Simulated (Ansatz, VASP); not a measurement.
## One calculation of Li2S, two programs

```xyz
3
Lattice="0.0000 2.8154 2.8154 2.8154 0.0000 2.8154 2.8154 2.8154 0.0000" Properties=species:S:1:pos:R:3 pbc="T T T"
Li    1.4077    1.4077    1.4077
Li    4.2231    4.2231    4.2231
S     0.0000    0.0000    0.0000
```

Change from the starting cell: volume scaled by 0.96, crystal datasets.

Alike in both runs: task electric field gradients; functional LDA; k mesh 7 × 7 × 7; occupations fermi-dirac, width 0.02 eV; no spin polarisation.

```csv
,VASP,Ansatz
version,VASP 6.6.1,Ansatz 0.2.0
potentials or method,"VASP PAW LDA potentials, release 64 (Li_sv, S), cutoff 650 eV","all-electron PAW with datasets made for the crystal, scalar-relativistic"
```

|  | VASP | Ansatz | Ansatz less VASP |
| --- | --- | --- | --- |
| gap on the k mesh at the Fermi level (eV) | 3.30 | 3.30 | +0.001 |
| pressure (GPa) | -1.6 | -1.5 | +0.15 |

LDA's correlation is that of Perdew and Zunger in VASP and of Perdew and Wang (1992) in Ansatz. Ansatz ran all-electron here, and VASP with PAW potentials.
